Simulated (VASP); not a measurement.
Co:

```
CELL_PARAMETERS angstrom
2.47200 0.00000 0.00000
-1.23600 2.14081 0.00000
0.00000 0.00000 4.02114
ATOMIC_POSITIONS crystal
Co 0.66667 0.33333 0.75000
Co 0.33333 0.66667 0.25000
```

* Program: VASP 6.6.1
* Task: relaxation of cell and atoms
* Functional: RPBE
* Potentials or basis: VASP PAW PBE potentials, release 64 (Co)
* Cutoff: 600 eV
* k mesh: 12 × 12 × 7
* Occupations: fermi-dirac, width 0.05 eV
* Spin: collinear spin, ferromagnetic start
* Starting moments: [2.0, 2.0] μB

At the start: pressure 10.0 GPa; volume 10.64 Å³/atom.

Problem. How do energy, volume and symmetry change on relaxing?

Solution. Over 8 steps the energy falls by 16.0 meV/atom and the volume is 11.17 Å³/atom (+4.9 %); space group P6_3/mmc (No. 194, to 0.05 Å); moment 3.31 μB per cell.

The path:
```tsv
step	energy change (eV)	largest force (eV/Å)	pressure (GPa)	volume (Å³)
1	0.0000	0.0000	10.00	21.28
2	-0.0034	0.0000	-8.12	23.39
3	-0.0317	0.0000	-0.10	22.33
4	-0.0317	0.0000	0.08	22.31
5	-0.0319	0.0000	0.14	22.30
6	-0.0319	0.0000	0.15	22.30
7	-0.0319	0.0000	0.15	22.30
8	-0.0319	0.0000	-0.11	22.33
```

Final structure:
```
Co
1.0
     2.51948    0.00000    0.00000
    -1.25974    2.18193    0.00000
     0.00000    0.00000    4.06209
Co
2
Direct
  0.66667 0.33333 0.75000
  0.33333 0.66667 0.25000
```

Caveat: the PAW data sets were made with another functional, which shifts forces and pressure a little.
